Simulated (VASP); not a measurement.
Here is a VASP 6.6.1 calculation.

Contents of INCAR:

```
PREC     = Accurate       # precision mode
ENCUT    = 520            # plane-wave cutoff, eV
EDIFF    = 1E-6           # SCF threshold, eV
ISMEAR   = -1             # smearing method
SIGMA    = 0.05           # smearing width, eV
LREAL    = F              # projectors in reciprocal space
LASPH    = T              # aspherical terms in the spheres
NELM     = 60             # most SCF steps
ALGO     = Normal         # electronic algorithm
ISIF     = 2              # what is computed and relaxed
LWAVE    = F              # write WAVECAR
LCHARG   = F              # write CHGCAR
GGA      = PE             # functional
NBANDS   = 21             # bands
```

KPOINTS

```
Automatic mesh
0
Gamma
  10 10 10
```

The input POSCAR:

```
Ge
1.0
    0.0000000000      2.8475041221      2.8475041221
    2.8475041221      0.0000000000      2.8475041221
    2.8475041221      2.8475041221      0.0000000000
Ge
2
Direct
    0.5000000000      0.5000000000      0.5000000000
    0.7500000000      0.7500000000      0.7500000000
```

Potentials or basis: VASP PAW PBE potentials, release 64 (Ge_d).

Launch:

```console
$ cat potpaw_PBE.64/Ge_d/POTCAR > POTCAR
$ mpirun -np 1 vasp_std > vasp.out
```

Q: Estimate the pressure.

A: 2.1 GPa.

Q: What does it give for the band gap on the k mesh?

A: Zero (filled and empty bands touch).
